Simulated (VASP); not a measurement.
# LiH (vib) (Fm-3m) in VASP: further runs

Runs on LiH (vib). Level: LDA. Tasks: single point, relaxation of cell and atoms.

Everything below comes from runs of VASP 6.6.1. Logs are shortened: lines on timing, memory, paths and dates and some standing lists are left out, and cuts for length are marked.

**1. The cell of the first run**

The structure is cubic, space group Fm-3m (No. 225). The conventional cell has a = 4.017 Å, b = 4.017 Å, c = 4.017 Å, α = 90.00°, β = 90.00°, γ = 90.00°. Within 2.7 Å of Li (site symmetry m-3m) lie 6 H at 2.01 Å. Within 2.7 Å of H (site symmetry m-3m) lie 6 Li at 2.01 Å.

**2. Single point, LDA**

INCAR reads:

```
SYSTEM = LiH
PREC = Accurate
ENCUT = 750
EDIFF = 1E-6
ISMEAR = 0
SIGMA = 0.1
LREAL = .False.
LASPH = .True.
NELM = 120
ALGO = Normal
ISIF = 2
LWAVE = .False.
LCHARG = .False.
GGA = CA
NBANDS = 9
GGA_COMPAT = .False.
```

KPOINTS reads:

```
regular mesh
0
Gamma
  8 8 8
  0 0 0
```

POSCAR reads:

```
LiH
1.0
    0.0000000000      2.0086193900      2.0086193900
    2.0086193900      0.0000000000      2.0086193900
    2.0086193900      2.0086193900      0.0000000000
Li H
1 1
Direct
    0.0000000000      0.0000000000      0.0000000000
    0.5000000000      0.5000000000      0.5000000000
```

Potentials or basis: VASP PAW LDA potentials, release 64 (Li_sv, H).

Started as:

```
$ cat potpaw_LDA.64/Li_sv/POTCAR potpaw_LDA.64/H/POTCAR > POTCAR
$ mpirun -np 1 vasp_std > vasp.out
```

OUTCAR:

```text
SYSTEM = LiH
   PREC = Accurate
   ENCUT = 750
   EDIFF = 1E-6
   ISMEAR = 0
   LREAL = .False.
   LASPH = .True.
   NELM = 120
   ISIF = 2
   GGA = CA

 ion  position               nearest neighbor table
   1  0.000  0.000  0.000-
   2  0.500  0.500  0.500-

  LATTYP: Found a face centered cubic cell.
 ALAT       =     4.0172387800

  Lattice vectors:

 A1 = (   0.0000000000,   2.0086193900,   2.0086193900)
 A2 = (   2.0086193900,   0.0000000000,   2.0086193900)
 A3 = (   2.0086193900,   2.0086193900,   0.0000000000)

Analysis of symmetry for initial positions (statically):
=====================================================================
 Subroutine PRICEL returns:
 Original cell was already a primitive cell.

 Routine SETGRP: Setting up the symmetry group for a
 face centered cubic supercell.

 Subroutine GETGRP returns: Found 48 space group operations
 (whereof 48 operations were pure point group operations)
 out of a pool of 48 trial point group operations.

The static configuration has the point symmetry O_h .

Analysis of symmetry for dynamics (positions and initial velocities):
=====================================================================
 Subroutine PRICEL returns:
 Original cell was already a primitive cell.

 Routine SETGRP: Setting up the symmetry group for a
 face centered cubic supercell.

 Subroutine GETGRP returns: Found 48 space group operations
 (whereof 48 operations were pure point group operations)
 out of a pool of 48 trial point group operations.

The dynamic configuration has the point symmetry O_h .

 Subroutine INISYM returns: Found 48 space group operations
 (whereof 48 operations are pure point group operations),
 and found     1 'primitive' translations

----------------------------------------------------------------------------------------

                                     Primitive cell

  volume of cell :      16.2078

  direct lattice vectors                    reciprocal lattice vectors
     0.000000000  2.008619390  2.008619390    -0.248927200  0.248927200  0.248927200
     2.008619390  0.000000000  2.008619390     0.248927200 -0.248927200  0.248927200
     2.008619390  2.008619390  0.000000000     0.248927200  0.248927200 -0.248927200

  length of vectors
     2.840616783  2.840616783  2.840616783     0.431154557  0.431154557  0.431154557

  position of ions in fractional coordinates (direct lattice)
     0.000000000  0.000000000  0.000000000
     0.500000000  0.500000000  0.500000000

  ion indices of the primitive-cell ions
   primitive index   ion index
                 1           1
                 2           2

----------------------------------------------------------------------------------------

 KPOINTS: regular mesh

Automatic generation of k-mesh.
 Grid dimensions read from file:
 generate k-points for:    8    8    8

 Generating k-lattice:

  Cartesian coordinates                     Fractional coordinates (reciprocal lattice)
    -0.031115900  0.031115900  0.031115900     0.125000000  0.000000000  0.000000000
     0.031115900 -0.031115900  0.031115900     0.000000000  0.125000000  0.000000000
     0.031115900  0.031115900 -0.031115900     0.000000000  0.000000000  0.125000000

  Length of vectors
     0.053894320  0.053894320  0.053894320

  Shift w.r.t. Gamma in fractional coordinates (k-lattice)
     0.000000000  0.000000000  0.000000000

 Subroutine IBZKPT returns following result:
 ===========================================

 Found     29 irreducible k-points:

 Following reciprocal coordinates:
            Coordinates               Weight
  0.000000  0.000000  0.000000      1.000000
  0.125000  0.000000  0.000000      8.000000
  0.250000  0.000000  0.000000      8.000000
  0.375000  0.000000  0.000000      8.000000
  0.500000  0.000000  0.000000      4.000000
  0.125000  0.125000  0.000000      6.000000
[... 16 lines left out ...]
  0.500000  0.250000  0.125000     48.000000
 -0.375000  0.250000  0.125000     24.000000
 [... further k-points ...]
   k-points           NKPTS =     29   k-points in BZ     NKDIM =     29   number of bands    NBANDS=      9
   number of dos      NEDOS =    301   number of ions     NIONS =      2
   total plane-waves  NPLWV =  21952
   dimension x,y,z NGX =    28 NGY =   28 NGZ =   28
   dimension x,y,z NGXF=    56 NGYF=   56 NGZF=   56
   ions per type =               1   1
   NGX,Y,Z   is equivalent  to a cutoff of  16.39, 16.39, 16.39 a.u.
   NGXF,Y,Z  is equivalent  to a cutoff of  32.77, 32.77, 32.77 a.u.
 SYSTEM =  LiH
   PREC   = accura    normal or accurate (medium, high low for compatibility)
   ISTART =      0    job   : 0-new  1-cont  2-samecut
   ICHARG =      2    charge: 1-file 2-atom 10-const
   ISPIN  =      1    spin polarized calculation?
   LNONCOLLINEAR =      F non collinear calculations
   LSORBIT =      F    spin-orbit coupling
   LASPH  =      T    aspherical Exc in radial PAW
   ENCUT  =  750.0 eV  55.12 Ry    7.42 a.u.   6.34  6.34  6.34*2*pi/ulx,y,z
   NELM   =    120;   NELMIN=  2; NELMDL= -5     # of ELM steps
   EDIFF  = 0.1E-05   stopping-criterion for ELM
   LREAL  =      F    real-space projection
   EDIFFG = 0.1E-04   stopping-criterion for IOM
   NSW    =      0    number of steps for IOM
   IBRION =     -1    ionic relax: 0-MD 1-quasi-New 2-CG
   NFREE  =      0    steps in history (QN), initial steepest desc. (CG)
   ISIF   =      2    stress and relaxation
   ISYM   =      2    0-nonsym 1-usesym 2-fastsym
   POTIM  = 0.5000    time-step for ionic-motion
   TEBEG  =    0.0;   TEEND  =   0.0 temperature during run
   PSTRESS=    0.0 pullay stress
   NELECT =       4.0000    total number of electrons
   NUPDOWN=      -1.0000    fix difference up-down
   EMIN   =  10.00;   EMAX   =-10.00  energy-range for DOS
   EFERMI =   0.00;   METHOD = LEGACY
   ISMEAR =     0;   SIGMA  =   0.10  broadening in eV -4-tet -1-fermi 0-gaus
   EFERMI_NEDOS =   21; number of points for ismear=-14 and -15
   IALGO  =     38    algorithm
   IMIX   =      4    mixing-type and parameters
     AMIX     =   0.40;   BMIX     =  1.00
     AMIX_MAG =   1.60;   BMIX_MAG =  1.00
  volume/ion in A,a.u.               =       8.10        54.69
  Fermi-wavevector in a.u.,A,eV,Ry     =   1.026882  1.940525 14.347160  1.054486
  Thomas-Fermi vector in A             =   2.160798
   LORBIT       =      0    0 simple, 1 ext, 2 COOP (PROOUT), +10 PAW based schemes
   GGA     = CA    functional components
   LHFCALC =     F    Hartree Fock is set to
   AEXX    =    0.0000 exact exchange contribution
   IVDW    =     0    specifies the selected vdW correction
   LEPSILON=     F    determine dielectric tensor
   LRPA    =     F    only Hartree local field effects (RPA)
 non-spin polarized calculation
 Gauss-broadening in eV      SIGMA  =   0.10
  energy-cutoff  :      750.00
  volume of cell :       16.21
 maximum number of plane-waves:       775
 NGX is ok and might be reduce to    28
   NGX = 13   NGY = 13   NGZ = 13

 number of electron       4.0000000 magnetization

 Free energy of the ion-electron system (eV)
  ---------------------------------------------------
  ext. energy  EPLUGINS =         0.00000000
  ---------------------------------------------------
  free energy    TOTEN  =        -6.48376127 eV

  energy without entropy =       -6.48376127  energy(sigma->0) =       -6.48376127

 E-fermi :   0.7651     XC(G=0):  -8.7848

 val. band max:        0.1714466105   @ k =   0.5000   0.5000   0.0000
 cond. band min:       2.7864637465   @ k =   0.5000   0.5000   0.0000
 fundamental gap:      2.6150171360
 Fermi energy:         0.7650604803

 k-point     1 :       0.0000    0.0000    0.0000
  band No.  band energies     occupation
      1     -43.2899      2.00000
      2      -5.3679      2.00000
      3      16.2018      0.00000
      4      17.5121      0.00000
      5      17.5121      0.00000
      6      17.5121      0.00000
      7      22.3324      0.00000
      8      22.3324      0.00000
      9      22.3324      0.00000

 k-point     2 :       0.1250    0.0000    0.0000
  band No.  band energies     occupation
      1     -43.2824      2.00000
      2      -5.0955      2.00000
      3      13.7691      0.00000
      4      16.4560      0.00000
      5      16.9752      0.00000
      6      16.9752      0.00000
      7      21.8776      0.00000
      8      23.4766      0.00000
      9      23.4766      0.00000

 k-point     3 :       0.2500    0.0000    0.0000
  band No.  band energies     occupation
      1     -43.2643      2.00000
      2      -4.3130      2.00000
      3       9.5865      0.00000
      4      15.0327      0.00000
      5      16.2831      0.00000
      6      16.2831      0.00000
      7      21.9087      0.00000
      8      21.9087      0.00000
      9      23.2945      0.00000

 k-point     4 :       0.3750    0.0000    0.0000
  band No.  band energies     occupation
      1     -43.2463      2.00000
      2      -3.2184      2.00000
      3       6.2123      0.00000
      4      14.0040      0.00000
      5      16.0467      0.00000
      6      16.0467      0.00000
      7      19.7659      0.00000
      8      19.7659      0.00000
      9      25.4803      0.00000

 k-point     5 :       0.5000    0.0000    0.0000
  band No.  band energies     occupation
      1     -43.2387      2.00000
      2      -2.5704      2.00000
      3       4.7834      0.00000
      4      13.6382      0.00000
      5      16.0904      0.00000
      6      16.0904      0.00000
      7      18.9068      0.00000
      8      18.9068      0.00000
      9      26.9498      0.00000

 k-point     6 :       0.1250    0.1250    0.0000
  band No.  band energies     occupation
      1     -43.2800      2.00000
      2      -4.9983      2.00000
      3      14.3397      0.00000
      4      15.3324      0.00000
      5      15.3324      0.00000
      6      18.3275      0.00000
      7      18.9911      0.00000
      8      24.5164      0.00000
      9      25.4295      0.00000
[... 169 lines left out ...]
 k-point    21 :       0.5000    0.5000    0.0000
  band No.  band energies     occupation
      1     -43.2233      2.00000
      2       0.1714      2.00000
      3       2.7865      0.00000
      4      10.5362      0.00000
      5      10.5362      0.00000
      6      13.7942      0.00000
      7      17.0410      0.00000
      8      34.5142      0.00000
      9      34.5142      0.00000

 k-point    22 :       0.3750    0.2500    0.1250
  band No.  band energies     occupation
      1     -43.2512      2.00000
      2      -3.5427      2.00000
      3       9.5308      0.00000
      4      10.0802      0.00000
      5      13.9756      0.00000
      6      17.2893      0.00000
      7      19.8814      0.00000
      8      23.6197      0.00000
      9      27.3534      0.00000

 k-point    23 :       0.5000    0.2500    0.1250
  band No.  band energies     occupation
      1     -43.2368      2.00000
      2      -2.3670      2.00000
      3       6.4125      0.00000
      4       9.0030      0.00000
      5      13.2903      0.00000
      6      16.5159      0.00000
      7      22.0699      0.00000
      8      24.0929      0.00000
      9      26.8584      0.00000

 k-point    24 :      -0.3750    0.2500    0.1250
  band No.  band energies     occupation
      1     -43.2308      2.00000
      2      -1.6378      2.00000
      3       4.9223      0.00000
      4       8.7202      0.00000
      5      13.0356      0.00000
      6      16.1271      0.00000
      7      22.8191      0.00000
      8      25.8629      0.00000
      9      27.0008      0.00000

 [... further k-points ...]

------------------------ aborting loop because EDIFF is reached ----------------------------------------

  FORCE on cell =-STRESS in cart. coord.  units (eV):
  Direction    XX          YY          ZZ          XY          YZ          ZX
  --------------------------------------------------------------------------------------
  -------------------------------------------------------------------------------------
  Total       -0.3073087     -0.3073087     -0.3073087     -0.0000000     -0.0000000      0.0000000
  in kB      -30.3782306    -30.3782306    -30.3782306     -0.0000000     -0.0000000      0.0000000
  external PRESSURE =     -30.3782306 kB  Pullay stress =       0.0000000 kB

 VOLUME and BASIS-vectors are now :
 -----------------------------------------------------------------------------
  energy-cutoff  :      750.00
  volume of cell :       16.21
      direct lattice vectors                 reciprocal lattice vectors
     0.000000000  2.008619390  2.008619390    -0.248927200  0.248927200  0.248927200
     2.008619390  0.000000000  2.008619390     0.248927200 -0.248927200  0.248927200
     2.008619390  2.008619390  0.000000000     0.248927200  0.248927200 -0.248927200

 POSITION                                       TOTAL-FORCE (eV/Angst)
 -----------------------------------------------------------------------------------
      0.00000      0.00000      0.00000        -0.000000     -0.000000     -0.000000
      2.00862      2.00862      2.00862         0.000000      0.000000      0.000000
 -----------------------------------------------------------------------------------
    total drift:                                0.000000      0.000000      0.000000

  FREE ENERGIE OF THE ION-ELECTRON SYSTEM (eV)
  ---------------------------------------------------
  free  energy   TOTEN  =        -6.4837612672 eV

  energy  without entropy=       -6.4837612672  energy(sigma->0) =       -6.48376127
```

Wall time 2.9 s (1 thread of Intel Xeon 6975P-C (Granite Rapids), shared host); peak memory 0.13 GiB.

Results:

```
Free energy            : -6.4838 eV
Pressure               : -3.0 GPa
Band gap on the k mesh : 2.62 eV, direct
```

Levels at points of the mesh, in eV from the valence-band top:
| k point | band 1 | band 2 | band 3 | band 4 | band 5 | band 6 |
| --- | --- | --- | --- | --- | --- | --- |
| (0.00, 0.00, 0.00) | -43.46 | -5.54 | 16.03 | 17.34 | 17.34 | 17.34 |
| (0.50, 0.00, 0.00) | -43.41 | -2.74 | 4.61 | 13.47 | 15.92 | 15.92 |
| (0.50, 0.50, 0.00) | -43.39 | 0.00 | 2.62 | 10.36 | 10.36 | 13.62 |

A k mesh can miss the band edges. As with any semilocal functional, this LDA gap is likely too small.

**3. Single point, LDA**

This run uses another cell than the first one, of 7.46 Å³/atom, 0.921 times its volume.

INCAR reads:

```
SYSTEM = LiH
PREC     = Accurate       ! precision mode
ENCUT    = 750            ! plane-wave cutoff, eV
EDIFF    = 1E-6           ! SCF threshold, eV
ISMEAR   = 0              ! smearing method
SIGMA    = 0.02           ! smearing width, eV
LREAL    = .FALSE.        ! projectors in reciprocal space
LASPH    = .TRUE.         ! aspherical terms in the spheres
NELM     = 120            ! most SCF steps
ALGO     = Normal         ! electronic algorithm
ISIF     = 2              ! what is computed and relaxed
LWAVE    = .FALSE.        ! write WAVECAR
LCHARG   = .TRUE.         ! write CHGCAR
LELF     = .TRUE.         ! ELF
LVHAR    = .TRUE.       
NBANDS   = 9              ! bands
GGA_COMPAT= .FALSE.
```

KPOINTS reads:

```
Automatic mesh
0
G
  8 8 8
  0 0 0
```

POSCAR reads:

```
LiH
1.0
    0.0000000000      1.9543637782      1.9543637782
    1.9543637782      0.0000000000      1.9543637782
    1.9543637782      1.9543637782      0.0000000000
Li H
1 1
Direct
    0.0000000000      0.0000000000      0.0000000000
    0.5000000000      0.5000000000      0.5000000000
```

Potentials or basis: VASP PAW LDA potentials, release 64 (Li_sv, H).

Started as:

```
$ cat potpaw_LDA.64/Li_sv/POTCAR potpaw_LDA.64/H/POTCAR > POTCAR
$ mpirun -np 1 vasp_std > vasp.out
```

Wall time 3.2 s (1 thread of Intel Xeon 6975P-C (Granite Rapids), shared host); peak memory 0.13 GiB.

The run converged. Its results:

- Free energy: -6.4960 eV
- Pressure: -0.2 GPa
- Band gap on the k mesh: 2.53 eV, direct

Levels at points of the mesh, in eV from the valence-band top:
| k point | band 1 | band 2 | band 3 | band 4 | band 5 |
| --- | --- | --- | --- | --- | --- |
| (0.00, 0.00, 0.00) | -43.41 | -5.85 | 17.12 | 18.17 | 18.17 |
| (0.50, 0.00, 0.00) | -43.34 | -3.00 | 4.81 | 14.19 | 16.66 |
| (0.50, 0.50, 0.00) | -43.32 | 0.00 | 2.53 | 10.75 | 10.75 |

A k mesh can miss the band edges.

**4. Relaxation of cell and atoms, LDA**

INCAR reads:

```
SYSTEM = LiH
  PREC = Accurate
  ENCUT = 750
  EDIFF = 1E-7
  ISMEAR = 0
  SIGMA = 0.02
  LREAL = .FALSE.
  LASPH = .TRUE.
  NELM = 120
  ALGO = Normal
  ISIF = 3
  LWAVE = .FALSE.
  LCHARG = .FALSE.
  GGA = CA
  IBRION = 2
  NSW = 100
  EDIFFG = -0.002
  GGA_COMPAT = .FALSE.
  NELMIN = 4
```

KPOINTS reads:

```
regular mesh
0
G
  8 8 8
  0 0 0
```

POSCAR reads:

```
LiH
1.0
    0.0000000000      2.0086193900      2.0086193900
    2.0086193900      0.0000000000      2.0086193900
    2.0086193900      2.0086193900      0.0000000000
Li H
1 1
Direct
    0.0000000000      0.0000000000      0.0000000000
    0.5000000000      0.5000000000      0.5000000000
```

Started as:

```
$ cat potpaw_LDA.64/Li_sv/POTCAR potpaw_LDA.64/H/POTCAR > POTCAR
$ mpirun -np 1 vasp_std > vasp.out
```

Wall time 5.9 s (1 thread of Intel Xeon 6975P-C (Granite Rapids), shared host); peak memory 0.13 GiB.

The run converged. Its results:

- Free energy: -6.4970 eV
- Relaxed volume: 7.44 Å³/atom
- Relaxed cell: a = 2.761 Å, b = 2.761 Å, c = 2.761 Å, α = 60.00°, β = 60.00°, γ = 60.00°
- Space group after relaxing (to 0.05 Å): Fm-3m (No. 225)
- Energy gained by relaxing: 6.6 meV/atom
- Ionic steps: 4
- Pressure after relaxing: 0.0 GPa
- Band gap on the k mesh: 2.53 eV, direct

The path:
```tsv
step	energy change (eV)	largest force (eV/Å)	pressure (GPa)	volume (Å³)
1	0.0000	0.0000	-3.05	16.21
2	-0.0060	0.0000	-2.32	15.85
3	-0.0130	0.0000	-0.47	15.07
4	-0.0133	0.0000	0.02	14.89
```

Final structure:
```cif
data_structure
_symmetry_space_group_name_H-M 'P 1'
_symmetry_Int_Tables_number 1
_cell_length_a 2.7612
_cell_length_b 2.7612
_cell_length_c 2.7612
_cell_angle_alpha 60.000
_cell_angle_beta 60.000
_cell_angle_gamma 60.000
_cell_volume 14.89
loop_
_atom_site_label
_atom_site_type_symbol
_atom_site_fract_x
_atom_site_fract_y
_atom_site_fract_z
_atom_site_occupancy
Li1 Li 0.00000 0.00000 0.00000 1
H1 H 0.50000 0.50000 0.50000 1
```

Levels at points of the mesh, in eV from the valence-band top:
```tsv
k point	band 1	band 2	band 3	band 4	band 5
(0.00, 0.00, 0.00)	-43.41	-5.86	17.16	18.20	18.20
(0.50, 0.00, 0.00)	-43.34	-3.01	4.82	14.22	16.68
(0.50, 0.50, 0.00)	-43.32	0.00	2.53	10.77	10.77
```

A k mesh can miss the band edges. A hybrid or GW would open this gap; LDA tends to underestimate it.

**5. The runs side by side**

```csv
task,cell,smearing,gap on the mesh (eV),pressure (GPa)
single point,"a = 2.841 Å, angles 60.0°, 2 atoms",gaussian 0.1 eV,2.62,-3.0
single point,"a = 2.764 Å, angles 60.0°, 2 atoms",gaussian 0.02 eV,2.53,-0.2
relaxation of cell and atoms,"relaxed from a = 2.841 Å, angles 60.0°, 2 atoms",gaussian 0.02 eV,2.53,0.0
```

Alike in all rows: level LDA; potentials or basis VASP PAW LDA potentials, release 64 (Li_sv, H); no spin polarisation; k mesh 8 × 8 × 8; cutoff (eV) 750.

Absolute energies hang on the potentials; compare differences alone.
